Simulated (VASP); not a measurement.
CdF2, 3 atoms in the cell. It takes space group R3m (No. 160, trigonal). Conventional cell: a = 3.819 Å, b = 3.819 Å, c = 9.355 Å, α = 90.00°, β = 90.00°, γ = 120.00°. Within 2.3 Å of Cd (site symmetry 3m) lie 4 F at 1.64 to 2.25 Å. Within 2.2 Å of F (site symmetry 3m) lie 1 Cd at 1.64 Å. F (site symmetry 3m) has 4 Cd at 2.25 to 2.69 Å and 6 F at 2.51 to 2.92 Å within 3.0 Å.  This cell differs from its parent crystal: shortest bond scaled by 0.7.

```yaml
Program: VASP 6.6.1
Task: single point
Functional: PBE
Potentials_or_basis: VASP PAW PBE potentials, release 64 (Cd, F)
Cutoff: 520 eV
k_mesh: 7 × 7 × 7
Occupations: fermi-dirac, width 0.03 eV
Spin: no spin polarisation
Dipole_correction: no
Further_INCAR_settings: ALGO = Normal; EDIFF = 1e-07; NBANDS = 20
```

Potentials or basis: VASP PAW PBE potentials, release 64 (Cd, F).

Command:

```console
$ cat potpaw_PBE.64/Cd/POTCAR potpaw_PBE.64/F/POTCAR > POTCAR
$ mpirun -np 1 vasp_std > vasp.out
```

Hardware: 1 thread of Intel(R) Xeon(R) 6975P-C (Granite Rapids), with other jobs on the host.

Estimate the wall time of this run.

It took 18 s on 1 thread of Intel(R) Xeon(R) 6975P-C (Granite Rapids), with other jobs on the host, peak memory 0.17 GiB. Counts: scf iterations 15, k points 44.
